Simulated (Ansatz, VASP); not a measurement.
# TaAs in VASP and in Ansatz

```
Ta As
1.0
     0.00000    2.63743    2.63743
     2.63743    0.00000    2.63743
     2.63743    2.63743    0.00000
Ta As
1 1
Direct
  0.50000 0.50000 0.50000
  0.00000 0.00000 0.00000
```

Change from the starting cell: species swapped into the SmS type (Fm-3m, No. 225).

Alike in both runs: functional PBE; k mesh 6 × 6 × 6; occupations gaussian, width 0.2 eV; no spin polarisation.

Ansatz relaxed the structure, and its values are those at the end. VASP's run is a single point on that final structure, the one shown.

```csv
,VASP,Ansatz
version,VASP 6.6.1,Ansatz 0.2.0
potentials or method,"VASP PAW PBE potentials, release 64 (Ta_pv, As), cutoff 500 eV","scalar-relativistic, plane waves, PAW"
valence electrons in the cell,16,28
```

```csv
,VASP,Ansatz,Ansatz less VASP
gap on the k mesh at the Fermi level (eV),none,none,-
pressure (GPa),0.3,-0.1,-0.41
```

A gap of «none» marks a metal or a gap that the smearing closes. With one functional, cell and mesh, what is left measures potentials, basis and numerics. VASP's potentials hold 16 valence electrons a cell and Ansatz's 28, so a difference there can come from the potentials and not from the codes.

Spin-orbit coupling is off throughout.
